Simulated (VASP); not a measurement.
# Ca in VASP: single point with PBE

Aim: the single point of Ca with PBE.

Everything below comes from runs of VASP 6.6.1. Logs are shortened: lines on timing, memory, paths and dates and some standing lists are left out, and cuts for length are marked.

### 1 The cell of the first run

The cell holds a sublattice, 1 atom: a = 3.940 Å, b = 3.940 Å, c = 6.523 Å, α = 90.00°, β = 90.00°, γ = 120.00°.

### 2 Single point, PBE

INCAR reads:

```
SYSTEM = Ca
PREC = Accurate
ENCUT = 400
EDIFF = 1E-6
ISMEAR = 0
SIGMA = 0.1
LREAL = .FALSE.
LASPH = .TRUE.
NELM = 120
ALGO = Normal
ISIF = 2
LWAVE = .FALSE.
LCHARG = .TRUE.
GGA = PE
LELF = .TRUE.
LVHAR = .TRUE.
NBANDS = 11
GGA_COMPAT = .FALSE.
```

KPOINTS reads:

```
Automatic mesh
0
G
  9 9 4
  0 0 0
```

POSCAR reads:

```
Ca
1.0
    3.9400000000      0.0000000000      0.0000000000
   -1.9700000000      3.4121400909      0.0000000000
    0.0000000000      0.0000000000      6.5230000000
Ca
1
Direct
    0.0000000000      0.0000000000      0.0000000000
```

Potentials or basis: VASP PAW PBE potentials, release 64 (Ca_sv).

Started as:

```sh
cat potpaw_PBE.64/Ca_sv/POTCAR > POTCAR
mpirun -np 1 vasp_std > vasp.out
```

OUTCAR:

```text
SYSTEM = Ca
   PREC = Accurate
   ENCUT = 400
   EDIFF = 1E-6
   ISMEAR = 0
   LREAL = .FALSE.
   LASPH = .TRUE.
   NELM = 120
   ISIF = 2
   GGA = PE

 ion  position               nearest neighbor table
   1  0.000  0.000  0.000-

  LATTYP: Found a hexagonal cell.
 ALAT       =     3.9400000000
 C/A-ratio  =     1.6555837563

  Lattice vectors:

 A1 = (   3.9400000000,   0.0000000000,   0.0000000000)
 A2 = (  -1.9700000000,   3.4121400909,   0.0000000000)
 A3 = (   0.0000000000,   0.0000000000,   6.5230000000)

Analysis of symmetry for initial positions (statically):
=====================================================================
 Subroutine PRICEL returns:
 Original cell was already a primitive cell.

 Routine SETGRP: Setting up the symmetry group for a
 hexagonal supercell.

 Subroutine GETGRP returns: Found 24 space group operations
 (whereof 24 operations were pure point group operations)
 out of a pool of 24 trial point group operations.

The static configuration has the point symmetry D_6h.

Analysis of symmetry for dynamics (positions and initial velocities):
=====================================================================
 Subroutine PRICEL returns:
 Original cell was already a primitive cell.

 Routine SETGRP: Setting up the symmetry group for a
 hexagonal supercell.

 Subroutine GETGRP returns: Found 24 space group operations
 (whereof 24 operations were pure point group operations)
 out of a pool of 24 trial point group operations.

The dynamic configuration has the point symmetry D_6h.

 Subroutine INISYM returns: Found 24 space group operations
 (whereof 24 operations are pure point group operations),
 and found     1 'primitive' translations

----------------------------------------------------------------------------------------

                                     Primitive cell

  volume of cell :      87.6941

  direct lattice vectors                    reciprocal lattice vectors
     3.940000000  0.000000000  0.000000000     0.253807107  0.146535601  0.000000000
    -1.970000000  3.412140091  0.000000000     0.000000000  0.293071203  0.000000000
     0.000000000  0.000000000  6.523000000     0.000000000  0.000000000  0.153303695

  length of vectors
     3.940000000  3.940000000  6.523000000     0.293071203  0.293071203  0.153303695

  position of ions in fractional coordinates (direct lattice)
     0.000000000  0.000000000  0.000000000

  ion indices of the primitive-cell ions
   primitive index   ion index
                 1           1

----------------------------------------------------------------------------------------

 KPOINTS: Automatic mesh

Automatic generation of k-mesh.
 Grid dimensions read from file:
 generate k-points for:    9    9    4

 Generating k-lattice:

  Cartesian coordinates                     Fractional coordinates (reciprocal lattice)
     0.028200790  0.016281733  0.000000000     0.111111111 -0.000000000  0.000000000
     0.000000000  0.032563467  0.000000000     0.000000000  0.111111111  0.000000000
     0.000000000  0.000000000  0.038325924     0.000000000  0.000000000  0.250000000

  Length of vectors
     0.032563467  0.032563467  0.038325924

  Shift w.r.t. Gamma in fractional coordinates (k-lattice)
     0.000000000  0.000000000  0.000000000

 Subroutine IBZKPT returns following result:
 ===========================================

 Found     36 irreducible k-points:

 Following reciprocal coordinates:
            Coordinates               Weight
  0.000000  0.000000  0.000000      1.000000
  0.111111 -0.000000  0.000000      6.000000
  0.222222 -0.000000  0.000000      6.000000
  0.333333 -0.000000  0.000000      6.000000
  0.444444 -0.000000  0.000000      6.000000
  0.111111  0.111111  0.000000      6.000000
[... 16 lines left out ...]
  0.333333  0.222222  0.250000     24.000000
  0.333333  0.333333  0.250000      4.000000
 [... further k-points ...]
   k-points           NKPTS =     36   k-points in BZ     NKDIM =     36   number of bands    NBANDS=     11
   number of dos      NEDOS =    301   number of ions     NIONS =      1
   total plane-waves  NPLWV =  37632
   dimension x,y,z NGX =    28 NGY =   28 NGZ =   48
   dimension x,y,z NGXF=    56 NGYF=   56 NGZF=   96
   ions per type =               1
   NGX,Y,Z   is equivalent  to a cutoff of  11.81, 11.81, 12.23 a.u.
   NGXF,Y,Z  is equivalent  to a cutoff of  23.63, 23.63, 24.47 a.u.
 SYSTEM =  Ca
   PREC   = accura    normal or accurate (medium, high low for compatibility)
   ISTART =      0    job   : 0-new  1-cont  2-samecut
   ICHARG =      2    charge: 1-file 2-atom 10-const
   ISPIN  =      1    spin polarized calculation?
   LNONCOLLINEAR =      F non collinear calculations
   LSORBIT =      F    spin-orbit coupling
   LASPH  =      T    aspherical Exc in radial PAW
   ENCUT  =  400.0 eV  29.40 Ry    5.42 a.u.   6.43  6.43 10.64*2*pi/ulx,y,z
   NELM   =    120;   NELMIN=  2; NELMDL= -5     # of ELM steps
   EDIFF  = 0.1E-05   stopping-criterion for ELM
   LREAL  =      F    real-space projection
   EDIFFG = 0.1E-04   stopping-criterion for IOM
   NSW    =      0    number of steps for IOM
   IBRION =     -1    ionic relax: 0-MD 1-quasi-New 2-CG
   NFREE  =      0    steps in history (QN), initial steepest desc. (CG)
   ISIF   =      2    stress and relaxation
   ISYM   =      2    0-nonsym 1-usesym 2-fastsym
   POTIM  = 0.5000    time-step for ionic-motion
   TEBEG  =    0.0;   TEEND  =   0.0 temperature during run
   PSTRESS=    0.0 pullay stress
   NELECT =      10.0000    total number of electrons
   NUPDOWN=      -1.0000    fix difference up-down
   EMIN   =  10.00;   EMAX   =-10.00  energy-range for DOS
   EFERMI =   0.00;   METHOD = LEGACY
   ISMEAR =     0;   SIGMA  =   0.10  broadening in eV -4-tet -1-fermi 0-gaus
   EFERMI_NEDOS =   21; number of points for ismear=-14 and -15
   IALGO  =     38    algorithm
   IMIX   =      4    mixing-type and parameters
     AMIX     =   0.40;   BMIX     =  1.00
     AMIX_MAG =   1.60;   BMIX_MAG =  1.00
  volume/ion in A,a.u.               =      87.69       591.79
  Fermi-wavevector in a.u.,A,eV,Ry     =   0.793874  1.500204  8.574871  0.630235
  Thomas-Fermi vector in A             =   1.899895
   LORBIT       =      0    0 simple, 1 ext, 2 COOP (PROOUT), +10 PAW based schemes
   GGA     = PE    functional components
   LHFCALC =     F    Hartree Fock is set to
   AEXX    =    0.0000 exact exchange contribution
   IVDW    =     0    specifies the selected vdW correction
   LEPSILON=     F    determine dielectric tensor
   LRPA    =     F    only Hartree local field effects (RPA)
 non-spin polarized calculation
 Gauss-broadening in eV      SIGMA  =   0.10
  energy-cutoff  :      400.00
  volume of cell :       87.69
 maximum number of plane-waves:      1617
 NGX is ok and might be reduce to    28
   NGX = 13   NGY = 13   NGZ = 21

 number of electron      10.0000003 magnetization

 Free energy of the ion-electron system (eV)
  ---------------------------------------------------
  ext. energy  EPLUGINS =         0.00000000
  ---------------------------------------------------
  free energy    TOTEN  =        -1.20378187 eV

  energy without entropy =       -1.19477816  energy(sigma->0) =       -1.19928001

 E-fermi :  -0.2594     XC(G=0):  -5.3587

 val. band max:       -0.3055508244   @ k =   0.3333   0.2222   0.2500
 cond. band min:      -0.2288035494   @ k =   0.1111  -0.0000   0.2500
 fundamental gap:      0.0767472750
 Fermi energy:        -0.2594366749

 k-point     1 :       0.0000    0.0000    0.0000
  band No.  band energies     occupation
      1     -43.0877      2.00000
      2     -24.1737      2.00000
      3     -23.9453      2.00000
      4     -23.9453      2.00000
      5      -3.2655      2.00000
      6       0.3214      0.00000
      7       0.7338      0.00000
      8       1.6976      0.00000
      9       1.6976      0.00000
     10       2.5678      0.00000
     11       2.5678      0.00000

 k-point     2 :       0.1111   -0.0000    0.0000
  band No.  band energies     occupation
      1     -43.0868      2.00000
      2     -24.1723      2.00000
      3     -23.9561      2.00000
      4     -23.9479      2.00000
      5      -3.0794      2.00000
      6       0.4448      0.00000
      7       0.7201      0.00000
      8       1.5201      0.00000
      9       1.8269      0.00000
     10       2.5299      0.00000
     11       2.6816      0.00000

 k-point     3 :       0.2222   -0.0000    0.0000
  band No.  band energies     occupation
      1     -43.0845      2.00000
      2     -24.1689      2.00000
      3     -23.9834      2.00000
      4     -23.9545      2.00000
      5      -2.5419      2.00000
      6       0.6920      0.00000
      7       0.7598      0.00000
      8       1.1324      0.00000
      9       2.1911      0.00000
     10       2.4361      0.00000
     11       3.0010      0.00000

 k-point     4 :       0.3333   -0.0000    0.0000
  band No.  band energies     occupation
      1     -43.0819      2.00000
      2     -24.1650      2.00000
      3     -24.0142      2.00000
      4     -23.9620      2.00000
      5      -1.7261      2.00000
      6       0.6195      0.00000
      7       0.6693      0.00000
      8       1.2240      0.00000
      9       2.3335      0.00000
     10       2.7028      0.00000
     11       3.4580      0.00000

 k-point     5 :       0.4444   -0.0000    0.0000
  band No.  band energies     occupation
      1     -43.0802      2.00000
      2     -24.1625      2.00000
      3     -24.0342      2.00000
      4     -23.9669      2.00000
      5      -0.8349      2.00000
      6       0.1948      0.00000
      7       0.6592      0.00000
      8       1.3656      0.00000
      9       2.2687      0.00000
     10       3.1410      0.00000
     11       3.8893      0.00000
[... 211 lines left out ...]
 k-point    21 :       0.4444    0.1111    0.2500
  band No.  band energies     occupation
      1     -43.0798      2.00000
      2     -24.1618      2.00000
      3     -24.0335      2.00000
      4     -23.9743      2.00000
      5      -0.4195      1.97644
      6       0.1267      0.00000
      7       0.6271      0.00000
      8       1.5099      0.00000
      9       2.0008      0.00000
     10       3.2910      0.00000
     11       3.3045      0.00000

 k-point    22 :       0.2222    0.2222    0.2500
  band No.  band energies     occupation
      1     -43.0808      2.00000
      2     -24.1633      2.00000
      3     -24.0159      2.00000
      4     -23.9772      2.00000
      5      -1.1527      2.00000
      6       0.5157      0.00000
      7       0.5255      0.00000
      8       1.5402      0.00000
      9       1.9196      0.00000
     10       3.0010      0.00000
     11       3.1816      0.00000

 k-point    23 :       0.3333    0.2222    0.2500
  band No.  band energies     occupation
      1     -43.0795      2.00000
      2     -24.1614      2.00000
      3     -24.0230      2.00000
      4     -23.9893      2.00000
      5      -0.3056      1.48570
      6       0.2476      0.00000
      7       0.7795      0.00000
      8       1.5385      0.00000
      9       1.6437      0.00000
     10       3.4088      0.00000
     11       3.5912      0.00000

 k-point    24 :       0.3333    0.3333    0.2500
  band No.  band energies     occupation
      1     -43.0790      2.00000
      2     -24.1607      2.00000
      3     -24.0095      2.00000
      4     -24.0095      2.00000
      5       0.1667      0.00000
      6       0.1667      0.00000
      7       1.1502      0.00000
      8       1.1502      0.00000
      9       1.5059      0.00000
     10       3.2272      0.00000
     11       4.0651      0.00000

 [... further k-points ...]
[... 5 lines left out ...]
  --------------------------------------------------------------------------------------
  -------------------------------------------------------------------------------------
  Total       -0.2981736     -0.2981736     -0.3906961      0.0000000      0.0000000      0.0000000
  in kB       -5.4476515     -5.4476515     -7.1380435      0.0000000      0.0000000      0.0000000
  external PRESSURE =      -6.0111155 kB  Pullay stress =       0.0000000 kB

 VOLUME and BASIS-vectors are now :
 -----------------------------------------------------------------------------
  energy-cutoff  :      400.00
  volume of cell :       87.69
      direct lattice vectors                 reciprocal lattice vectors
     3.940000000  0.000000000  0.000000000     0.253807107  0.146535601  0.000000000
    -1.970000000  3.412140091  0.000000000     0.000000000  0.293071203  0.000000000
     0.000000000  0.000000000  6.523000000     0.000000000  0.000000000  0.153303695

 POSITION                                       TOTAL-FORCE (eV/Angst)
 -----------------------------------------------------------------------------------
      0.00000      0.00000      0.00000         0.000000      0.000000      0.000000
 -----------------------------------------------------------------------------------
    total drift:                               -0.000000     -0.000000     -0.000000

  FREE ENERGIE OF THE ION-ELECTRON SYSTEM (eV)
  ---------------------------------------------------
  free  energy   TOTEN  =        -1.2037818664 eV

  energy  without entropy=       -1.1947781614  energy(sigma->0) =       -1.19928001
```

Run time: 32 s. Hardware: 1 thread of Intel Xeon 8259CL, shared host; peak memory 0.18 GiB.

Results:

```
Free energy            : -1.2038 eV
Pressure               : -0.6 GPa
Band gap on the k mesh : zero (band 5 reaches 0.21 eV, above the bottom of band 6 at -0.74 eV)
```
